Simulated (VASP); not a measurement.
# Sn2GeSe3 (R-3m) in VASP: further runs, part 2 of 2

VASP 6.6.1.

## (3) Single point, PBE

This run uses another cell than the first one, of 28.60 Å³/atom, 0.992 times its volume.

INCAR reads:

```
ALGO = Normal ; EDIFF = 1E-7
ENCUT = 520 ; GGA = PE
ISIF = 2 ; ISMEAR = 0
LASPH = T ; LCHARG = F
LREAL = F ; LWAVE = F
NBANDS = 39 ; NELM = 100
PREC = Accurate ; SIGMA = 0.1
```

KPOINTS reads:

```
k-points
0
Gamma
  6 6 6
```

POSCAR reads:

```
Sn2GeSe3
1.0
    3.7489776857      2.1644732761      3.5241504325
   -3.7489776857      2.1644732761      3.5241504325
    0.0000000000     -4.3289465521      3.5241504325
Sn Ge Se
2 1 3
Direct
    0.6681063188      0.6681063188      0.6681063188
    0.3318936812      0.3318936812      0.3318936812
    0.0000000000      0.0000000000      0.0000000000
    0.0000000000      0.5000000000      0.0000000000
    0.5000000000      0.0000000000      0.0000000000
    0.0000000000      0.0000000000      0.5000000000
```

Potentials or basis: VASP PAW PBE potentials, release 64 (Sn_d, Ge_d, Se).

Launch:

```bash
$ cat potpaw_PBE.64/Sn_d/POTCAR potpaw_PBE.64/Ge_d/POTCAR potpaw_PBE.64/Se/POTCAR > POTCAR
$ mpirun -np 1 vasp_std > vasp.out
```

OUTCAR:

```text
EDIFF = 1E-7
   ENCUT = 520
   GGA = PE
   ISIF = 2
   ISMEAR = 0
   LASPH = T
   LREAL = F
   NELM = 100
   PREC = Accurate

 ion  position               nearest neighbor table
   1  0.668  0.668  0.668-   4 2.78   5 2.78   6 2.78   2 3.55
   2  0.332  0.332  0.332-   4 2.78   5 2.78   6 2.78   1 3.55
   3  0.000  0.000  0.000-   4 2.79   5 2.79   4 2.79   5 2.79   6 2.79   6 2.79
   4  0.000  0.500  0.000-   1 2.78   2 2.78   3 2.79   3 2.79
   5  0.500  0.000  0.000-   1 2.78   2 2.78   3 2.79   3 2.79
   6  0.000  0.000  0.500-   1 2.78   2 2.78   3 2.79   3 2.79

  LATTYP: Found a trigonal (rhomboedric) cell.
 ALAT       =     5.5820618522
 COS(alpha) =     0.0978756242

  Lattice vectors:

 A1 = (   3.7489776857,   2.1644732761,   3.5241504325)
 A2 = (  -3.7489776857,   2.1644732761,   3.5241504325)
 A3 = (   0.0000000000,  -4.3289465521,   3.5241504325)

Analysis of symmetry for initial positions (statically):
=====================================================================
 Subroutine PRICEL returns:
 Original cell was already a primitive cell.

 Routine SETGRP: Setting up the symmetry group for a
 trigonal (rhombohedral) supercell.

 Subroutine GETGRP returns: Found 12 space group operations
 (whereof 12 operations were pure point group operations)
 out of a pool of 12 trial point group operations.

The static configuration has the point symmetry D_3d.

Analysis of symmetry for dynamics (positions and initial velocities):
=====================================================================
 Subroutine PRICEL returns:
 Original cell was already a primitive cell.

 Routine SETGRP: Setting up the symmetry group for a
 trigonal (rhombohedral) supercell.

 Subroutine GETGRP returns: Found 12 space group operations
 (whereof 12 operations were pure point group operations)
 out of a pool of 12 trial point group operations.

The dynamic configuration has the point symmetry D_3d.

 Subroutine INISYM returns: Found 12 space group operations
 (whereof 12 operations are pure point group operations),
 and found     1 'primitive' translations

----------------------------------------------------------------------------------------

                                     Primitive cell

  volume of cell :     171.5816

  direct lattice vectors                    reciprocal lattice vectors
     3.748977686  2.164473276  3.524150432     0.133369692  0.077001028  0.094585444
    -3.748977686  2.164473276  3.524150432    -0.133369692  0.077001028  0.094585444
     0.000000000 -4.328946552  3.524150432     0.000000000 -0.154002055  0.094585444

  length of vectors
     5.582061852  5.582061852  5.582061852     0.180729188  0.180729188  0.180729188

  position of ions in fractional coordinates (direct lattice)
     0.668106319  0.668106319  0.668106319
     0.331893681  0.331893681  0.331893681
     0.000000000  0.000000000  0.000000000
     0.000000000  0.500000000  0.000000000
     0.500000000  0.000000000  0.000000000
     0.000000000  0.000000000  0.500000000

  ion indices of the primitive-cell ions
   primitive index   ion index
                 1           1
                 2           2
                 3           3
                 4           4
                 5           5
                 6           6

[... 24 lines left out ...]
 Found     32 irreducible k-points:

 Following reciprocal coordinates:
            Coordinates               Weight
  0.000000  0.000000  0.000000      1.000000
  0.166667 -0.000000 -0.000000      6.000000
  0.333333 -0.000000 -0.000000      6.000000
  0.500000 -0.000000  0.000000      3.000000
  0.166667  0.166667 -0.000000      6.000000
  0.333333  0.166667  0.000000     12.000000
[... 16 lines left out ...]
  0.500000  0.500000  0.166667      6.000000
 -0.333333  0.500000  0.166667     12.000000
 [... further k-points ...]
   k-points           NKPTS =     32   k-points in BZ     NKDIM =     32   number of bands    NBANDS=     39
   number of dos      NEDOS =    301   number of ions     NIONS =      6
   total plane-waves  NPLWV =  74088
   dimension x,y,z NGX =    42 NGY =   42 NGZ =   42
   dimension x,y,z NGXF=    84 NGYF=   84 NGZF=   84
   ions per type =               2   1   3
   NGX,Y,Z   is equivalent  to a cutoff of  12.51, 12.51, 12.51 a.u.
   NGXF,Y,Z  is equivalent  to a cutoff of  25.02, 25.02, 25.02 a.u.
 SYSTEM =  unknown system
   PREC   = accura    normal or accurate (medium, high low for compatibility)
   ISTART =      0    job   : 0-new  1-cont  2-samecut
   ICHARG =      2    charge: 1-file 2-atom 10-const
   ISPIN  =      1    spin polarized calculation?
   LNONCOLLINEAR =      F non collinear calculations
   LSORBIT =      F    spin-orbit coupling
   LASPH  =      T    aspherical Exc in radial PAW
   ENCUT  =  520.0 eV  38.22 Ry    6.18 a.u.  10.38 10.38 10.38*2*pi/ulx,y,z
   NELM   =    100;   NELMIN=  2; NELMDL= -5     # of ELM steps
   EDIFF  = 0.1E-06   stopping-criterion for ELM
   LREAL  =      F    real-space projection
   EDIFFG = 0.1E-05   stopping-criterion for IOM
   NSW    =      0    number of steps for IOM
   IBRION =     -1    ionic relax: 0-MD 1-quasi-New 2-CG
   NFREE  =      0    steps in history (QN), initial steepest desc. (CG)
   ISIF   =      2    stress and relaxation
   ISYM   =      2    0-nonsym 1-usesym 2-fastsym
   POTIM  = 0.5000    time-step for ionic-motion
   TEBEG  =    0.0;   TEEND  =   0.0 temperature during run
   PSTRESS=    0.0 pullay stress
   NELECT =      60.0000    total number of electrons
   NUPDOWN=      -1.0000    fix difference up-down
   EMIN   =  10.00;   EMAX   =-10.00  energy-range for DOS
   EFERMI =   0.00;   METHOD = LEGACY
   ISMEAR =     0;   SIGMA  =   0.10  broadening in eV -4-tet -1-fermi 0-gaus
   EFERMI_NEDOS =   21; number of points for ismear=-14 and -15
   IALGO  =     38    algorithm
   IMIX   =      4    mixing-type and parameters
     AMIX     =   0.40;   BMIX     =  1.00
     AMIX_MAG =   1.60;   BMIX_MAG =  1.00
  volume/ion in A,a.u.               =      28.60       192.98
  Fermi-wavevector in a.u.,A,eV,Ry     =   1.153369  2.179552 18.099291  1.330260
  Thomas-Fermi vector in A             =   2.290014
   LORBIT       =      0    0 simple, 1 ext, 2 COOP (PROOUT), +10 PAW based schemes
   GGA     = PE    functional components
   LHFCALC =     F    Hartree Fock is set to
   AEXX    =    0.0000 exact exchange contribution
   IVDW    =     0    specifies the selected vdW correction
   LEPSILON=     F    determine dielectric tensor
   LRPA    =     F    only Hartree local field effects (RPA)
 non-spin polarized calculation
 Gauss-broadening in eV      SIGMA  =   0.10
  energy-cutoff  :      520.00
  volume of cell :      171.58
 maximum number of plane-waves:      4644
 NGX is ok and might be reduce to    42
   NGX = 21   NGY = 21   NGZ = 21

 number of electron      60.0000009 magnetization

 Free energy of the ion-electron system (eV)
  ---------------------------------------------------
  ext. energy  EPLUGINS =         0.00000000
  ---------------------------------------------------
  free energy    TOTEN  =       -23.77494293 eV

  energy without entropy =      -23.77121428  energy(sigma->0) =      -23.77307861

 E-fermi :   4.4674     XC(G=0):  -9.1657

 val. band max:        4.4643725196   @ k =   0.0000   0.0000   0.0000
 cond. band min:       4.4942961355   @ k =   0.1667  -0.0000  -0.0000
 fundamental gap:      0.0299236159
 Fermi energy:         4.4674491521

 k-point     1 :       0.0000    0.0000    0.0000
  band No.  band energies     occupation
      1     -20.5296      2.00000
      2     -20.5296      2.00000
      3     -20.5275      2.00000
      4     -20.5155      2.00000
      5     -20.5155      2.00000
      6     -17.7237      2.00000
[... 997 lines left out ...]
     38       8.7313      0.00000
     39       9.5038      0.00000

 [... further k-points ...]
[... 5 lines left out ...]
  --------------------------------------------------------------------------------------
  -------------------------------------------------------------------------------------
  Total        0.0454150      0.0454150      0.0308790      0.0000000      0.0000000      0.0000000
  in kB        0.4240712      0.4240712      0.2883387      0.0000000      0.0000000      0.0000000
  external PRESSURE =       0.3788271 kB  Pullay stress =       0.0000000 kB

 VOLUME and BASIS-vectors are now :
 -----------------------------------------------------------------------------
  energy-cutoff  :      520.00
  volume of cell :      171.58
      direct lattice vectors                 reciprocal lattice vectors
     3.748977686  2.164473276  3.524150432     0.133369692  0.077001028  0.094585444
    -3.748977686  2.164473276  3.524150432    -0.133369692  0.077001028  0.094585444
     0.000000000 -4.328946552  3.524150432     0.000000000 -0.154002055  0.094585444

 POSITION                                       TOTAL-FORCE (eV/Angst)
 -----------------------------------------------------------------------------------
      0.00000      0.00000      7.06352         0.000000     -0.000000     -0.019641
      0.00000      0.00000      3.50893         0.000000      0.000000      0.019641
      0.00000      0.00000      0.00000         0.000000     -0.000000      0.000000
     -1.87449      1.08224      1.76208        -0.000000     -0.000000      0.000000
      1.87449      1.08224      1.76208         0.000000     -0.000000     -0.000000
      0.00000     -2.16447      1.76208        -0.000000     -0.000000     -0.000000
 -----------------------------------------------------------------------------------
    total drift:                               -0.000000     -0.000000      0.000000

  FREE ENERGIE OF THE ION-ELECTRON SYSTEM (eV)
  ---------------------------------------------------
  free  energy   TOTEN  =       -23.7749429343 eV

  energy  without entropy=      -23.7712142839  energy(sigma->0) =      -23.77307861
```

Run time: 2.2 min. Hardware: 1 thread of Intel Xeon 6975P-C (Granite Rapids), shared host; peak memory 0.38 GiB.

What came out:

- Free energy: -23.7749 eV
- Pressure: 0.0 GPa
- Largest force: 0.020 eV/Å
- Band gap on the k mesh: zero (band 30 reaches 4.51 eV, above the bottom of band 31 at 3.90 eV)

Forces in eV/Å, atoms in the order of the input:
```
Sn   0.000  0.000 -0.020
Sn   0.000  0.000  0.020
Ge   0.000  0.000  0.000
Se   0.000  0.000  0.000
Se   0.000  0.000  0.000
Se   0.000  0.000  0.000
```

Caveat: spin-orbit coupling is left out, which moves the levels of the heavy elements.
